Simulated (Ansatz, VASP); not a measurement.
BN: VASP beside Ansatz

File POSCAR:

```
BN
1.0
    2.4930709996      0.0000000000      0.0000000000
   -1.2465354998      2.1590628191      0.0000000000
    0.0000000000      0.0000000000      4.1236590347
B N
2 2
Direct
    0.3333333333      0.6666666667      0.0004218835
    0.6666666667      0.3333333333      0.5004218835
    0.3333333333      0.6666666667      0.3745781165
    0.6666666667      0.3333333333      0.8745781165
```

File INCAR.step1:

```
SYSTEM = BN
PREC     = Accurate       ! precision mode
ENCUT    = 520            ! plane-wave cutoff, eV
EDIFF    = 1E-5           ! SCF threshold, eV
ISMEAR   = 0              ! smearing method
SIGMA    = 0.01           ! smearing width, eV
LREAL    = .FALSE.        ! projectors in reciprocal space
LASPH    = .TRUE.         ! aspherical terms in the spheres
NELM     = 100            ! most SCF steps
ALGO     = Normal         ! electronic algorithm
ISIF     = 2              ! what is computed and relaxed
LWAVE    = .TRUE.         ! write WAVECAR
LCHARG   = .FALSE.        ! write CHGCAR
GGA      = PE             ! functional
NBANDS   = 16             ! bands
```

File INCAR.step2:

```
SYSTEM = BN
PREC     = Accurate       ! precision mode
ENCUT    = 520            ! plane-wave cutoff, eV
EDIFF    = 1E-6           ! SCF threshold, eV
ISMEAR   = 0              ! smearing method
SIGMA    = 0.01           ! smearing width, eV
LREAL    = .FALSE.        ! projectors in reciprocal space
LASPH    = .TRUE.         ! aspherical terms in the spheres
NELM     = 100            ! most SCF steps
ALGO     = Normal         ! electronic algorithm
ISIF     = 2              ! what is computed and relaxed
LWAVE    = .FALSE.        ! write WAVECAR
LCHARG   = .FALSE.        ! write CHGCAR
GGA      = PE             ! functional
LHFCALC  = .TRUE.         ! exact exchange
HFSCREEN = 0.2079         ! screening, 1/A
PRECFOCK = Normal       
ISTART   = 1            
NBANDS   = 16             ! bands
```

The input KPOINTS:

```
regular mesh
0
G
  9 9 4
  0 0 0
```

Input for Ansatz:

```yaml
crystal:
  lattice:
    - [2.4930709996, 0.0, 0.0]
    - [-1.2465354998, 2.1590628191, 0.0]
    - [0.0, 0.0, 4.1236590347]
  atoms:
    - { symbol: B, position: [0.3333333333, 0.6666666667, 0.0004218835] }
    - { symbol: B, position: [0.6666666667, 0.3333333333, 0.5004218835] }
    - { symbol: "N", position: [0.3333333333, 0.6666666667, 0.3745781165] }
    - { symbol: "N", position: [0.6666666667, 0.3333333333, 0.8745781165] }
kpoints:
  mp_grid: { grid: [9, 9, 4] }
  band_path:
    path:
      - [0.0, 0.0, 0.0]
      - [0.5, 0.0, 0.0]
      - [0.3333333333, 0.3333333333, 0.0]
      - [0.0, 0.0, 0.5]
      - [0.5, 0.0, 0.5]
      - [0.3333333333, 0.3333333333, 0.5]
      - [0.1, 0.0, 0.0]
    npoints: 1
hamiltonian:
  xc: hse06
scf:
  occupations: { method: fixed }
  n_extra_bands: 5
output:
  forces: true
  stress: true
  eigenvalues: true
```

Change from the starting cell: hydrostatic strain -2.0%.

Alike in both runs: task single point; functional HSE06; k mesh 9 × 9 × 4; no spin polarisation.

|  | VASP | Ansatz |
| --- | --- | --- |
| version | VASP 6.6.1 | Ansatz 0.2.0 |
| potentials or method | VASP PAW PBE potentials, release 64 (B, N) | plane waves, PAW |
| plane-wave cutoff (eV) | 520 | 420 |
| occupations | gaussian, width 0.01 eV | fixed |
| valence electrons in the cell | 16 | 16 |

```csv
,VASP,Ansatz,Ansatz less VASP
gap on the k mesh at the Fermi level (eV),6.38,6.40,+0.020
pressure (GPa),22.5,21.8,-0.71
"traceless stress, the component that is largest in VASP (GPa)",-0.06,-0.06,+0.008
rms of the force components (eV/Å),0.006,0.007,+0.0014
```

Atom by atom the forces differ by 0.001 eV/Å (rms over components). Ansatz's warnings: stress exchange threshold loose, stress scf threshold loose.
